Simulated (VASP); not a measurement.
# SiO2 (P4_2/mnm) in VASP: further runs, part 2 of 2

VASP 6.6.1.

## Step 5: Single point, LDA

This run uses another cell than the first one, of 7.65 Å³/atom, 1.131 times its volume.

File INCAR:

```
ALGO     = Normal         # electronic algorithm
EDIFF    = 1E-6           # SCF threshold, eV
ENCUT    = 520            # plane-wave cutoff, eV
GGA      = CA             # functional
ISIF     = 2              # what is computed and relaxed
ISMEAR   = 0              # smearing method
LASPH    = T              # aspherical terms in the spheres
LCHARG   = F              # write CHGCAR
LREAL    = F              # projectors in reciprocal space
LWAVE    = F              # write WAVECAR
NBANDS   = 25             # bands
NELM     = 100            # most SCF steps
PREC     = Accurate       # precision mode
SIGMA    = 0.05           # smearing width, eV
```

File KPOINTS:

```
k-points
0
Gamma
  6 6 8
```

File POSCAR:

```
SiO2
1.0
    4.0554000000      0.0000000000      0.0000000000
    0.0000000000      4.0554000000      0.0000000000
    0.0000000000      0.0000000000      2.7891000000
Si O
2 4
Direct
    0.5000000000      0.5000000000      0.5000000000
    0.0000000000      0.0000000000      0.0000000000
    0.6944252994      0.6944252994      0.0000000000
    0.1944252994      0.8055747006      0.5000000000
    0.3055747006      0.3055747006      0.0000000000
    0.8055747006      0.1944252994      0.5000000000
```

Potentials or basis: VASP PAW LDA potentials, release 64 (Si, O).

Run with:

```bash
cat potpaw_LDA.64/Si/POTCAR potpaw_LDA.64/O/POTCAR > POTCAR
mpirun -np 1 vasp_std > vasp.out
```

OUTCAR:

```text
EDIFF = 1E-6
   ENCUT = 520
   GGA = CA
   ISIF = 2
   ISMEAR = 0
   LASPH = T
   LREAL = F
   NELM = 100
   PREC = Accurate

 ion  position               nearest neighbor table
   1  0.500  0.500  0.500-   4 1.75   6 1.75   5 1.79   3 1.79   3 1.79   5 1.79
   2  0.000  0.000  0.000-   3 1.75   5 1.75   4 1.79   6 1.79   4 1.79   6 1.79
   3  0.694  0.694  0.000-   2 1.75   1 1.79   1 1.79
   4  0.194  0.806  0.500-   1 1.75   2 1.79   2 1.79
   5  0.306  0.306  0.000-   2 1.75   1 1.79   1 1.79
   6  0.806  0.194  0.500-   1 1.75   2 1.79   2 1.79

  LATTYP: Found a simple tetragonal cell.
 ALAT       =     4.0554000000
 C/A-ratio  =     0.6877496671

  Lattice vectors:

 A1 = (   4.0554000000,   0.0000000000,   0.0000000000)
 A2 = (   0.0000000000,   4.0554000000,   0.0000000000)
 A3 = (   0.0000000000,   0.0000000000,   2.7891000000)

Analysis of symmetry for initial positions (statically):
=====================================================================
 Subroutine PRICEL returns:
 Original cell was already a primitive cell.

 Routine SETGRP: Setting up the symmetry group for a
 simple tetragonal supercell.

 Subroutine GETGRP returns: Found 16 space group operations
 (whereof  8 operations were pure point group operations)
 out of a pool of 16 trial point group operations.

The static configuration has the point symmetry D_2h.
 The point group associated with its full space group is D_4h.

Analysis of symmetry for dynamics (positions and initial velocities):
=====================================================================
 Subroutine PRICEL returns:
 Original cell was already a primitive cell.

 Routine SETGRP: Setting up the symmetry group for a
 simple tetragonal supercell.

 Subroutine GETGRP returns: Found 16 space group operations
 (whereof  8 operations were pure point group operations)
[... 124 lines left out ...]
   EMIN   =  10.00;   EMAX   =-10.00  energy-range for DOS
   EFERMI =   0.00;   METHOD = LEGACY
   ISMEAR =     0;   SIGMA  =   0.05  broadening in eV -4-tet -1-fermi 0-gaus
   EFERMI_NEDOS =   21; number of points for ismear=-14 and -15
   IALGO  =     38    algorithm
   IMIX   =      4    mixing-type and parameters
     AMIX     =   0.40;   BMIX     =  1.00
     AMIX_MAG =   1.60;   BMIX_MAG =  1.00
  volume/ion in A,a.u.               =       7.65        51.59
  Fermi-wavevector in a.u.,A,eV,Ry     =   1.451937  2.743762 28.682714  2.108120
  Thomas-Fermi vector in A             =   2.569376
   LORBIT       =      0    0 simple, 1 ext, 2 COOP (PROOUT), +10 PAW based schemes
   GGA     = CA    functional components
   LHFCALC =     F    Hartree Fock is set to
   AEXX    =    0.0000 exact exchange contribution
   IVDW    =     0    specifies the selected vdW correction
   LEPSILON=     F    determine dielectric tensor
   LRPA    =     F    only Hartree local field effects (RPA)
 non-spin polarized calculation
 Gauss-broadening in eV      SIGMA  =   0.05
  energy-cutoff  :      520.00
  volume of cell :       45.87
 maximum number of plane-waves:      1254
   NGX = 15   NGY = 15   NGZ = 11

 number of electron      32.0000018 magnetization

 Free energy of the ion-electron system (eV)
  ---------------------------------------------------
  ext. energy  EPLUGINS =         0.00000000
  ---------------------------------------------------
  free energy    TOTEN  =       -51.75924862 eV

  energy without entropy =      -51.75924862  energy(sigma->0) =      -51.75924862

 E-fermi :   8.6775     XC(G=0): -12.8331

 val. band max:        8.3549306503   @ k =   0.0000   0.0000   0.0000
 cond. band min:      13.8483660698   @ k =   0.0000   0.0000   0.0000
 fundamental gap:      5.4934354195
 Fermi energy:         8.6774751552

 k-point     1 :       0.0000    0.0000    0.0000
  band No.  band energies     occupation
      1     -14.1178      2.00000
      2     -10.1349      2.00000
      3     -10.1349      2.00000
      4      -9.7456      2.00000
      5      -2.6387      2.00000
      6       1.9022      2.00000
[... 661 lines left out ...]
     24      20.6222      0.00000
     25      21.9257      0.00000

 [... further k-points ...]
[... 5 lines left out ...]
  --------------------------------------------------------------------------------------
  -------------------------------------------------------------------------------------
  Total        2.8350787      2.8350787     -6.0392288      0.0000000      0.0000000      0.0000000
  in kB       99.0248582     99.0248582   -210.9408006      0.0000000      0.0000000      0.0000000
  external PRESSURE =      -4.2970281 kB  Pullay stress =       0.0000000 kB

 VOLUME and BASIS-vectors are now :
 -----------------------------------------------------------------------------
  energy-cutoff  :      520.00
  volume of cell :       45.87
      direct lattice vectors                 reciprocal lattice vectors
     4.055400000  0.000000000  0.000000000     0.246584801  0.000000000  0.000000000
     0.000000000  4.055400000  0.000000000     0.000000000  0.246584801  0.000000000
     0.000000000  0.000000000  2.789100000     0.000000000  0.000000000  0.358538597

 POSITION                                       TOTAL-FORCE (eV/Angst)
 -----------------------------------------------------------------------------------
      2.02770      2.02770      1.39455        -0.000000     -0.000000      0.000000
      0.00000      0.00000      0.00000        -0.000000     -0.000000      0.000000
      2.81617      2.81617      0.00000         0.260648      0.260648      0.000000
      0.78847      3.26693      1.39455         0.260648     -0.260648     -0.000000
      1.23923      1.23923      0.00000        -0.260648     -0.260648     -0.000000
      3.26693      0.78847      1.39455        -0.260648      0.260648      0.000000
 -----------------------------------------------------------------------------------
    total drift:                               -0.000000      0.000000      0.000000

  FREE ENERGIE OF THE ION-ELECTRON SYSTEM (eV)
  ---------------------------------------------------
  free  energy   TOTEN  =       -51.7592486239 eV

  energy  without entropy=      -51.7592486239  energy(sigma->0) =      -51.75924862
```

stdout:

```text
POSCAR found type information on POSCAR SiO
 POSCAR found :  2 types and       6 ions
 scaLAPACK will be used
 LDA part: xc-table for (Slater(with rela. corr.)+CA(PZ))
 , standard interpolation
 POSCAR, INCAR and KPOINTS ok, starting setup
 FFT: planning ... GRIDC
 FFT: planning ... GRID_SOFT
 FFT: planning ... GRID
 WAVECAR not read
 entering main loop
```

Wall time 38 s (1 thread of Intel Xeon Platinum 8259CL at 2.50GHz (Skylake/Cascade Lake), shared host); peak memory 0.16 GiB.

What came out:

- Free energy: -51.7592 eV
- Pressure: -0.4 GPa
- Largest force: 0.369 eV/Å
- Band gap on the k mesh: 5.49 eV, direct

Forces in eV/Å, atoms in the order of the input:
```
Si   0.000  0.000  0.000
Si   0.000  0.000  0.000
O    0.261  0.261  0.000
O    0.261 -0.261  0.000
O   -0.261 -0.261  0.000
O   -0.261  0.261  0.000
```

## Step 6: Single point, LDA

This run uses another cell than the first one, of 7.66 Å³/atom, 1.133 times its volume.

File INCAR:

```
SYSTEM = SiO2
PREC = Accurate ; ENCUT = 520
EDIFF = 1E-6 ; ISMEAR = 0
SIGMA = 0.05 ; LREAL = .FALSE.
LASPH = .TRUE. ; NELM = 60
ALGO = Normal ; ISIF = 2
LWAVE = .FALSE. ; LCHARG = .TRUE.
GGA = CA ; LELF = .TRUE.
LVHAR = .TRUE. ; NBANDS = 25
```

File KPOINTS:

```
regular mesh
0
G
  6 6 8
  0 0 0
```

Edit POSCAR of step 5 so:

```diff
@@ -2,5 +2,5 @@
 1.0
-    4.0554000000      0.0000000000      0.0000000000
-    0.0000000000      4.0554000000      0.0000000000
-    0.0000000000      0.0000000000      2.7891000000
+    4.1551517022      0.0000000000      0.0000000000
+    0.0000000000      4.1551517022      0.0000000000
+    0.0000000000      0.0000000000      2.6613102772
 Si O
```

Potentials or basis: VASP PAW LDA potentials, release 64 (Si, O).

Run with:

```bash
cat potpaw_LDA.64/Si/POTCAR potpaw_LDA.64/O/POTCAR > POTCAR
mpirun -np 1 vasp_std > vasp.out
```

OUTCAR:

```text
SYSTEM = SiO2
   PREC = Accurate
   ENCUT = 520
   EDIFF = 1E-6
   ISMEAR = 0
   LREAL = .FALSE.
   LASPH = .TRUE.
   NELM = 60
   ISIF = 2
   GGA = CA

 ion  position               nearest neighbor table
   1  0.500  0.500  0.500-   3 1.75   5 1.75   3 1.75   5 1.75   4 1.80   6 1.80
   2  0.000  0.000  0.000-   4 1.75   6 1.75   4 1.75   6 1.75   5 1.80   3 1.80
   3  0.694  0.694  0.000-   1 1.75   1 1.75   2 1.80
   4  0.194  0.806  0.500-   2 1.75   2 1.75   1 1.80
   5  0.306  0.306  0.000-   1 1.75   1 1.75   2 1.80
   6  0.806  0.194  0.500-   2 1.75   2 1.75   1 1.80

[... 881 lines left out ...]
  -------------------------------------------------------------------------------------
  Total        0.2123806      0.2123806      0.4942912      0.0000000      0.0000000      0.0000000
  in kB        7.4055313      7.4055313     17.2355134      0.0000000      0.0000000      0.0000000
  external PRESSURE =      10.6821920 kB  Pullay stress =       0.0000000 kB

 VOLUME and BASIS-vectors are now :
 -----------------------------------------------------------------------------
  energy-cutoff  :      520.00
  volume of cell :       45.95
      direct lattice vectors                 reciprocal lattice vectors
     4.155151702  0.000000000  0.000000000     0.240665100  0.000000000  0.000000000
     0.000000000  4.155151702  0.000000000     0.000000000  0.240665100  0.000000000
     0.000000000  0.000000000  2.661310277     0.000000000  0.000000000  0.375754758

 POSITION                                       TOTAL-FORCE (eV/Angst)
 -----------------------------------------------------------------------------------
      2.07758      2.07758      1.33066         0.000000     -0.000000     -0.000000
      0.00000      0.00000      0.00000         0.000000     -0.000000     -0.000000
      2.88544      2.88544      0.00000         0.023978      0.023978     -0.000000
      0.80787      3.34729      1.33066         0.023978     -0.023978     -0.000000
      1.26971      1.26971      0.00000        -0.023978     -0.023978      0.000000
      3.34729      0.80787      1.33066        -0.023978      0.023978     -0.000000
 -----------------------------------------------------------------------------------
    total drift:                                0.000000      0.000000     -0.000000

  FREE ENERGIE OF THE ION-ELECTRON SYSTEM (eV)
  ---------------------------------------------------
  free  energy   TOTEN  =       -51.9695351566 eV

  energy  without entropy=      -51.9695351565  energy(sigma->0) =      -51.96953516
```

OSZICAR:

```text
N       E                     dE             d eps       ncg     rms          rms(c)
DAV:   1     0.125033752242E+03    0.12503E+03   -0.17697E+04  2556   0.124E+03
DAV:   2    -0.504795246800E+02   -0.17551E+03   -0.16913E+03  3123   0.278E+02
DAV:   3    -0.568586208737E+02   -0.63791E+01   -0.63554E+01  3368   0.504E+01
DAV:   4    -0.568992504006E+02   -0.40630E-01   -0.40619E-01  2956   0.469E+00
DAV:   5    -0.568995798130E+02   -0.32941E-03   -0.32937E-03  3339   0.397E-01    0.181E+01
DAV:   6    -0.520459657015E+02    0.48536E+01   -0.13506E+01  3158   0.245E+01    0.870E+00
DAV:   7    -0.520057051690E+02    0.40261E-01   -0.80408E-01  3119   0.504E+00    0.304E+00
DAV:   8    -0.519752688732E+02    0.30436E-01   -0.31984E-02  3115   0.148E+00    0.106E+00
DAV:   9    -0.519695392187E+02    0.57297E-02   -0.57494E-03  3230   0.575E-01    0.205E-01
DAV:  10    -0.519695339218E+02    0.52969E-05   -0.20825E-04  3160   0.105E-01    0.702E-02
DAV:  11    -0.519695352076E+02   -0.12858E-05   -0.19017E-05  3203   0.305E-02    0.196E-02
DAV:  12    -0.519695351566E+02    0.51038E-07   -0.93876E-07  2168   0.773E-03
   1 F= -.51969535E+02 E0= -.51969535E+02  d E =-.140343E-10
```

It took 30 s on 1 thread of Intel Xeon Platinum 8259CL at 2.50GHz (Skylake/Cascade Lake), shared host; peak memory 0.16 GiB.

Results:

| Property | Result |
| --- | --- |
| Free energy | -51.9695 eV |
| Pressure | 1.1 GPa |
| Largest force | 0.034 eV/Å |
| Band gap on the k mesh | 5.82 eV, direct |

Forces on the atoms (eV/Å):
```
Si   0.000  0.000  0.000
Si   0.000  0.000  0.000
O    0.024  0.024  0.000
O    0.024 -0.024  0.000
O   -0.024 -0.024  0.000
O   -0.024  0.024  0.000
```

A k mesh can miss the band edges. Expect the measured gap to be larger: semilocal functionals such as LDA lack the derivative discontinuity.

## Step 7: Summary

| cell | gap on the mesh (eV) | pressure (GPa) | largest force (eV/Å) |
| --- | --- | --- | --- |
| a = 4.105, b = 4.105, c = 2.406 Å, 6 atoms | 8.35 | 63.9 | 1.02 |
| a = 4.180, b = 4.180, c = 2.342 Å, 6 atoms | 7.93 | 64.2 | 0.83 |
| a = 4.255, b = 4.255, c = 2.534 Å, 6 atoms | 6.01 | 6.3 | 0.35 |
| a = 4.055, b = 4.055, c = 2.789 Å, 6 atoms | 5.49 | -0.4 | 0.37 |
| a = 4.155, b = 4.155, c = 2.661 Å, 6 atoms | 5.82 | 1.1 | 0.03 |

Alike in all rows: task single point; level LDA; potentials or basis VASP PAW LDA potentials, release 64 (Si, O); no spin polarisation; k mesh 6 × 6 × 8; cutoff (eV) 520; smearing gaussian 0.05 eV.

Caveats: forces of over 1 eV/Å act on the atoms, so gaps and moduli don't describe the material at rest (some runs).

Absolute energies hang on the potentials; compare differences alone.
